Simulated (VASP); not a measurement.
# Ni in VASP: single point with PBE

Aim: the single point of Ni with PBE.

All numbers are computed with VASP 6.6.1; they aren't measurements. Logs are shortened: lines on timing, memory, paths and dates and some standing lists are left out, and cuts for length are marked.

### 1 The cell of the first run

The cell holds a slab with vacuum, 7 atoms: a = 2.488 Å, b = 3.519 Å, c = 23.464 Å, α = 90.00°, β = 90.00°, γ = 90.00°.

### 2 Single point, PBE, collinear spin, ferromagnetic start

INCAR

```
SYSTEM = Ni
  PREC = Accurate
  ENCUT = 520
  EDIFF = 1E-7
  ISMEAR = -1
  SIGMA = 0.05
  LREAL = .False.
  LASPH = .True.
  NELM = 150
  ALGO = Normal
  ISIF = 2
  LWAVE = .False.
  LCHARG = .False.
  ISPIN = 2
  MAGMOM = 1 1 1 1 1 1 1
  LORBIT = 11
  LMAXMIX = 4
  LDIPOL = .True.
  IDIPOL = 3
  DIPOL = 0.5 0.5 0.500
  GGA = PE
  NBANDS = 48
  KPAR = 4
```

KPOINTS

```
regular mesh
0
Gamma
  15 10 1
  0 0 0
```

POSCAR

```
Ni
1.0
    2.4880369114      0.0000000000      0.0000000000
    0.0000000000      3.5186155437      0.0000000000
    0.0000000000      0.0000000000     23.4641000000
Ni
7
Direct
    0.0000000000      0.0000000000      0.3449401603
    0.5000000000      0.5000000000      0.3923574773
    0.0000000000      0.0000000000      0.4473665995
    0.5000000000      0.5000000000      0.4999998120
    0.0000000000      0.0000000000      0.5526332006
    0.5000000000      0.5000000000      0.6076426648
    0.0000000000      0.0000000000      0.6550600855
```

Potentials or basis: VASP PAW PBE potentials, release 64 (Ni).

The run is started by

```console
$ cat potpaw_PBE.64/Ni/POTCAR > POTCAR
$ mpirun -np 4 vasp_std > vasp.out
```

OUTCAR:

```text
SYSTEM = Ni
   PREC = Accurate
   ENCUT = 520
   EDIFF = 1E-7
   ISMEAR = -1
   LREAL = .False.
   LASPH = .True.
   NELM = 150
   ISIF = 2
   ISPIN = 2
   LORBIT = 11
   GGA = PE

 ion  position               nearest neighbor table
   1  0.000  0.000  0.345-   3 2.40   2 2.43   2 2.43   2 2.43   2 2.43
   2  0.500  0.500  0.392-   1 2.43   1 2.43   1 2.43   1 2.43   3 2.51   3 2.51   3 2.51   3 2.51
                             4 2.53
   3  0.000  0.000  0.447-   1 2.40   5 2.47   4 2.48   4 2.48   4 2.48   4 2.48   2 2.51   2 2.51
                             2 2.51   2 2.51
   4  0.500  0.500  0.500-   3 2.48   3 2.48   3 2.48   3 2.48   5 2.48   5 2.48   5 2.48   5 2.48
                             2 2.53   6 2.53
   5  0.000  0.000  0.553-   7 2.40   3 2.47   4 2.48   4 2.48   4 2.48   4 2.48   6 2.51   6 2.51
                             6 2.51   6 2.51
   6  0.500  0.500  0.608-   7 2.43   7 2.43   7 2.43   7 2.43   5 2.51   5 2.51   5 2.51   5 2.51
                             4 2.53
   7  0.000  0.000  0.655-   5 2.40   6 2.43   6 2.43   6 2.43   6 2.43

  LATTYP: Found a simple orthorhombic cell.
 ALAT       =     2.4880369114
 B/A-ratio  =     1.4142135623
 C/A-ratio  =     9.4307684474

  Lattice vectors:

 A1 = (   2.4880369114,   0.0000000000,   0.0000000000)
 A2 = (   0.0000000000,   3.5186155437,   0.0000000000)
 A3 = (   0.0000000000,   0.0000000000,  23.4641000000)

Analysis of symmetry for initial positions (statically):
=====================================================================
 Subroutine PRICEL returns:
 Original cell was already a primitive cell.

 Routine SETGRP: Setting up the symmetry group for a
 simple orthorhombic supercell.

 Subroutine GETGRP returns: Found  8 space group operations
 (whereof  8 operations were pure point group operations)
 out of a pool of  8 trial point group operations.

The static configuration has the point symmetry D_2h.

Analysis of symmetry for dynamics (positions and initial velocities):
=====================================================================
 Subroutine PRICEL returns:
 Original cell was already a primitive cell.

 Routine SETGRP: Setting up the symmetry group for a
 simple orthorhombic supercell.

 Subroutine GETGRP returns: Found  8 space group operations
 (whereof  8 operations were pure point group operations)
 out of a pool of  8 trial point group operations.

The dynamic configuration has the point symmetry D_2h.

Analysis of structural, dynamic, and magnetic symmetry:
=====================================================================
 Subroutine PRICEL returns:
 Original cell was already a primitive cell.

 Routine SETGRP: Setting up the symmetry group for a
 simple orthorhombic supercell.

 Subroutine GETGRP returns: Found  8 space group operations
 (whereof  8 operations were pure point group operations)
 out of a pool of  8 trial point group operations.

The overall configuration has the point symmetry D_2h.

 Subroutine INISYM returns: Found  8 space group operations
 (whereof  8 operations are pure point group operations),
 and found     1 'primitive' translations

----------------------------------------------------------------------------------------

                                     Primitive cell

  volume of cell :     205.4152

  direct lattice vectors                    reciprocal lattice vectors
     2.488036911  0.000000000  0.000000000     0.401923298  0.000000000  0.000000000
     0.000000000  3.518615544  0.000000000     0.000000000  0.284202689  0.000000000
     0.000000000  0.000000000 23.464100000     0.000000000  0.000000000  0.042618298

  length of vectors
     2.488036911  3.518615544 23.464100000     0.401923298  0.284202689  0.042618298

  position of ions in fractional coordinates (direct lattice)
     0.000000000  0.000000000  0.344940160
     0.500000000  0.500000000  0.392357477
     0.000000000  0.000000000  0.447366600
     0.500000000  0.500000000  0.499999812
     0.000000000  0.000000000  0.552633201
     0.500000000  0.500000000  0.607642665
     0.000000000  0.000000000  0.655060085

  ion indices of the primitive-cell ions
   primitive index   ion index
                 1           1
                 2           2
[... 67 lines left out ...]
 SYSTEM =  Ni
   PREC   = accura    normal or accurate (medium, high low for compatibility)
   ISTART =      0    job   : 0-new  1-cont  2-samecut
   ICHARG =      2    charge: 1-file 2-atom 10-const
   ISPIN  =      2    spin polarized calculation?
   LNONCOLLINEAR =      F non collinear calculations
   LSORBIT =      F    spin-orbit coupling
   LASPH  =      T    aspherical Exc in radial PAW
   ENCUT  =  520.0 eV  38.22 Ry    6.18 a.u.   4.63  6.54 43.63*2*pi/ulx,y,z
   NELM   =    150;   NELMIN=  2; NELMDL= -5     # of ELM steps
   EDIFF  = 0.1E-06   stopping-criterion for ELM
   LREAL  =      F    real-space projection
   EDIFFG = 0.1E-05   stopping-criterion for IOM
   NSW    =      0    number of steps for IOM
   IBRION =     -1    ionic relax: 0-MD 1-quasi-New 2-CG
   NFREE  =      0    steps in history (QN), initial steepest desc. (CG)
   ISIF   =      2    stress and relaxation
   ISYM   =      2    0-nonsym 1-usesym 2-fastsym
   POTIM  = 0.5000    time-step for ionic-motion
   TEBEG  =    0.0;   TEEND  =   0.0 temperature during run
   PSTRESS=    0.0 pullay stress
   NELECT =      70.0000    total number of electrons
   NUPDOWN=      -1.0000    fix difference up-down
   EMIN   =  10.00;   EMAX   =-10.00  energy-range for DOS
   EFERMI =   0.00;   METHOD = LEGACY
   ISMEAR =    -1;   SIGMA  =   0.05  broadening in eV -4-tet -1-fermi 0-gaus
   EFERMI_NEDOS =   21; number of points for ismear=-14 and -15
   IALGO  =     38    algorithm
   IMIX   =      4    mixing-type and parameters
     AMIX     =   0.40;   BMIX     =  1.00
     AMIX_MAG =   1.60;   BMIX_MAG =  1.00
  volume/ion in A,a.u.               =      29.35       198.03
  Fermi-wavevector in a.u.,A,eV,Ry     =   1.143484  2.160871 17.790367  1.307555
  Thomas-Fermi vector in A             =   2.280179
   LORBIT       =     11    0 simple, 1 ext, 2 COOP (PROOUT), +10 PAW based schemes
   GGA     = PE    functional components
   LHFCALC =     F    Hartree Fock is set to
   AEXX    =    0.0000 exact exchange contribution
   IVDW    =     0    specifies the selected vdW correction
   LEPSILON=     F    determine dielectric tensor
   LRPA    =     F    only Hartree local field effects (RPA)
 spin polarized calculation
  energy-cutoff  :      520.00
  volume of cell :      205.42
 maximum number of plane-waves:      5571
 NGX is ok and might be reduce to    20
   NGX =  9   NGY = 13   NGZ = 87

 dipolmoment           0.000000      0.000000     -0.000000 electrons x Angstroem

 number of electron      69.9999942 magnetization       4.7330489

 dipolmoment           0.000000      0.000000      0.000000 electrons x Angstroem

 Free energy of the ion-electron system (eV)
  ---------------------------------------------------
  ext. energy  EPLUGINS =         0.00000000
  ---------------------------------------------------
  free energy    TOTEN  =       -35.85247030 eV

  energy without entropy =      -35.74198865  energy(sigma->0) =      -35.79722947

 E-fermi :   0.6634     XC(G=0):  -5.7665

 val. band max:        0.6626128980   @ k =   0.4000   0.2000   0.0000
 cond. band min:       0.6670994749   @ k =   0.2000   0.2000   0.0000
 fundamental gap:      0.0044865769
 Fermi energy:         0.6633563790

 spin component 1

 k-point     1 :       0.0000    0.0000    0.0000
  band No.  band energies     occupation
      1      -7.9137      1.00000
      2      -6.7242      1.00000
      3      -5.0168      1.00000
      4      -3.7769      1.00000
      5      -3.4926      1.00000
      6      -3.3806      1.00000
[... 1189 lines left out ...]
     46       9.2763      0.00000
     47       9.9647      0.00000

 [... further k-points ...]

 spin component 2

 k-point     1 :       0.0000    0.0000    0.0000
  band No.  band energies     occupation
      1      -7.9460      1.00000
      2      -6.7448      1.00000
      3      -4.9898      1.00000
      4      -3.3885      1.00000
      5      -3.2277      1.00000
      6      -2.8343      1.00000
[... 1189 lines left out ...]
     46       9.4976      0.00000
     47      10.1939      0.00000

 [... further k-points ...]

 [bands above 47 left out]

------------------------ aborting loop because EDIFF is reached ----------------------------------------

 vacuum level on the upper side and lower side of the slab       (xc-potential included)        -0.001        -0.001

  FORCE on cell =-STRESS in cart. coord.  units (eV):
  Direction    XX          YY          ZZ          XY          YZ          ZX
  --------------------------------------------------------------------------------------
  -------------------------------------------------------------------------------------
  Total       -1.9784080     -1.5804674     -0.0428856     -0.0000000      0.0000000      0.0000000
  in kB      -15.4309941    -12.3271758     -0.3344953     -0.0000000      0.0000000      0.0000000
  external PRESSURE =      -9.3642217 kB  Pullay stress =       0.0000000 kB

 VOLUME and BASIS-vectors are now :
 -----------------------------------------------------------------------------
  energy-cutoff  :      520.00
  volume of cell :      205.42
      direct lattice vectors                 reciprocal lattice vectors
     2.488036911  0.000000000  0.000000000     0.401923298  0.000000000  0.000000000
     0.000000000  3.518615544  0.000000000     0.000000000  0.284202689  0.000000000
     0.000000000  0.000000000 23.464100000     0.000000000  0.000000000  0.042618298

 POSITION                                       TOTAL-FORCE (eV/Angst)
 -----------------------------------------------------------------------------------
      0.00000      0.00000      8.09371         0.000000      0.000000      0.002070
      1.24402      1.75931      9.20632         0.000000      0.000000      0.004378
      0.00000      0.00000     10.49705         0.000000      0.000000      0.002939
      1.24402      1.75931     11.73205         0.000000      0.000000      0.000000
      0.00000      0.00000     12.96704        -0.000000      0.000000     -0.002939
      1.24402      1.75931     14.25779         0.000000      0.000000     -0.004378
      0.00000      0.00000     15.37040         0.000000      0.000000     -0.002070
 -----------------------------------------------------------------------------------
    total drift:                               -0.000000      0.000000      0.000373

  FREE ENERGIE OF THE ION-ELECTRON SYSTEM (eV)
  ---------------------------------------------------
  free  energy   TOTEN  =       -35.8524702952 eV

  energy  without entropy=      -35.7419886548  energy(sigma->0) =      -35.79722947

 vacuum level on the upper side and lower side of the slab         5.213         5.213

 total charge

# of ion       s       p       d       tot
------------------------------------------
    1        0.484   0.326   8.333   9.142
    2        0.500   0.478   8.305   9.283
    3        0.498   0.496   8.319   9.312
    4        0.495   0.490   8.320   9.304
    5        0.498   0.496   8.319   9.312
    6        0.500   0.478   8.305   9.283
    7        0.484   0.326   8.333   9.142
--------------------------------------------------
tot          3.457   3.088  58.233  64.778

 magnetization (x)

# of ion       s       p       d       tot
------------------------------------------
    1       -0.001  -0.016   0.772   0.754
    2       -0.007  -0.026   0.707   0.675
    3       -0.007  -0.025   0.686   0.654
    4       -0.006  -0.025   0.666   0.635
    5       -0.007  -0.025   0.686   0.654
    6       -0.007  -0.026   0.707   0.675
    7       -0.001  -0.016   0.772   0.754
--------------------------------------------------
tot         -0.037  -0.160   4.997   4.801
```

Run time: 10 min. Hardware: 4 MPI ranks of Intel Xeon Platinum 8259CL at 2.50GHz (Skylake/Cascade Lake), shared host; peak memory 0.81 GiB.

Results:

```yaml
Free_energy: -35.8525 eV
Largest_force: 0.004 eV/Å
Net_moment: 4.73 μB per cell
Site_moments: Ni +0.75, +0.68, +0.65, +0.64 (each value once) μB
Valence_electrons_inside_the_program's_atomic_spheres: Ni 9.14, 9.28, 9.31, 9.30 (each value once)
```

Forces in eV/Å, atoms in the order of the input:
```
Ni   0.000  0.000  0.002
Ni   0.000  0.000  0.004
Ni   0.000  0.000  0.003
Ni   0.000  0.000  0.000
Ni   0.000  0.000 -0.003
Ni   0.000  0.000 -0.004
Ni   0.000  0.000 -0.002
```

Levels at points of the mesh, in eV from the Fermi level:
Spin up:
```csv
k point,band 34,band 35,band 36,band 37,band 38,band 39,band 40,band 41,band 42,band 43
"(0.00, 0.00, 0.00)",-0.84,-0.74,-0.61,-0.61,-0.49,-0.29,1.23,3.27,3.32,4.27
"(0.00, 0.50, 0.00)",-0.70,-0.67,-0.65,-0.61,-0.60,-0.55,-0.41,-0.08,0.33,2.09
```
Spin down:
| k point | band 32 | band 33 | band 34 | band 35 | band 36 | band 37 |
| --- | --- | --- | --- | --- | --- | --- |
| (0.00, 0.00, 0.00) | -0.29 | -0.17 | 0.04 | 0.05 | 0.05 | 0.34 |
| (0.00, 0.50, 0.00) | -0.08 | -0.02 | -0.01 | 0.10 | 0.13 | 0.17 |
